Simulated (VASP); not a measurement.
Wanted: the native input for a VASP 6.6.1 run.

```yaml
Task: single point
Functional: PBE
Potentials_or_basis: VASP PAW PBE potentials, release 64 (Pd)
Cutoff: 520 eV
k_mesh: 17 × 17 × 1
Occupations: fermi-dirac, width 0.08 eV
Spin: no spin polarisation
Dipole_correction: yes
Further_INCAR_settings: ALGO = Normal; EDIFF = 1e-06; NBANDS = 28
```

The structure of Pd lies in POSCAR:

```
Pd
1.0
    2.7896894626      0.0000000000      0.0000000000
   -1.3948447313      2.4159419433      0.0000000000
    0.0000000000      0.0000000000     13.8214000000
Pd
4
Direct
    0.0000000000      0.0000000000      0.2532307254
    0.3333333333      0.6666666667      0.4182819902
    0.6666666667      0.3333333333      0.5817180067
    0.0000000000      0.0000000000      0.7467692746
```

One way to write it, as run:

INCAR

```
ALGO     = Normal         # electronic algorithm
DIPOL    = 0.5 0.5 0.500
EDIFF    = 1E-6           # SCF threshold, eV
ENCUT    = 520            # plane-wave cutoff, eV
GGA      = PE             # functional
IDIPOL   = 3            
ISIF     = 2              # what is computed and relaxed
ISMEAR   = -1             # smearing method
LASPH    = True           # aspherical terms in the spheres
LCHARG   = False          # write CHGCAR
LDIPOL   = True         
LREAL    = False          # projectors in reciprocal space
LWAVE    = False          # write WAVECAR
NBANDS   = 28             # bands
NELM     = 100            # most SCF steps
PREC     = Accurate       # precision mode
SIGMA    = 0.08           # smearing width, eV
```

KPOINTS

```
k-points
0
Gamma
  17 17 1
```

Potentials or basis: VASP PAW PBE potentials, release 64 (Pd).

Launch:

```bash
$ cat potpaw_PBE.64/Pd/POTCAR > POTCAR
$ mpirun -np 1 vasp_std > vasp.out
```

Results of the run:

```
Largest force          : 0.013 eV/Å
Band gap on the k mesh : zero (band 20 reaches 4.52 eV, above the bottom of band 21 at 3.68 eV)
```

Run time: 64 s on 1 thread of Intel(R) Xeon(R) Platinum 8375C CPU @ 2.90GHz (Ice Lake) (shared host), peak memory 0.25 GiB.
